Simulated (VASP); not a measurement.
TiTe2:

```
Ti Te
1.0
     3.77700    0.00000    0.00000
    -1.88850    3.27098    0.00000
     0.00000    0.00000    6.49800
Ti Te
1 2
Direct
  0.00000 0.00000 0.00000
  0.66667 0.33333 0.26280
  0.33333 0.66667 0.73720
```

- Program: VASP 6.6.1
- Task: relaxation of cell and atoms
- Functional: revPBE
- Dispersion: D3(BJ)
- Potentials or basis: VASP PAW PBE potentials, release 64 (Ti_sv, Te)
- Cutoff: 600 eV
- k mesh: 8 × 8 × 4
- Occupations: methfessel-paxton, width 0.1 eV
- Spin: no spin polarisation

At the start: pressure -3.2 GPa; volume 26.76 Å³/atom.

Question: Where does the relaxation end?

Answer: Over 10 steps the energy falls by 33.1 meV/atom and the volume is 24.21 Å³/atom (-9.5 %); space group P-3m1 (No. 164, to 0.05 Å).

Step by step:
```csv
step,energy change (eV),largest force (eV/Å),pressure (GPa),volume (Å³)
1,0.0000,0.0840,-3.24,80.28
2,-0.0374,0.7870,1.87,74.16
3,-0.0464,0.5655,0.15,75.94
4,-0.0718,0.4033,0.14,74.78
5,-0.0898,0.0629,0.26,72.66
6,-0.0899,0.0914,0.23,72.82
7,-0.0964,0.0043,-0.34,73.07
8,-0.0975,0.0619,-0.63,73.21
9,-0.0974,0.0810,0.53,72.06
10,-0.0992,0.0102,-0.04,72.64
```

Final structure:
```xyz
3
Lattice="3.6663 0.0000 0.0000 -1.8332 3.1751 0.0000 0.0000 0.0000 6.2396" Properties=species:S:1:pos:R:3 pbc="T T T"
Ti    0.0000    0.0000    0.0000
Te    1.8332    1.0584    1.7317
Te    0.0000    2.1168    4.5080
```

Caveat: the PAW data sets were made with another functional, which shifts forces and pressure a little.
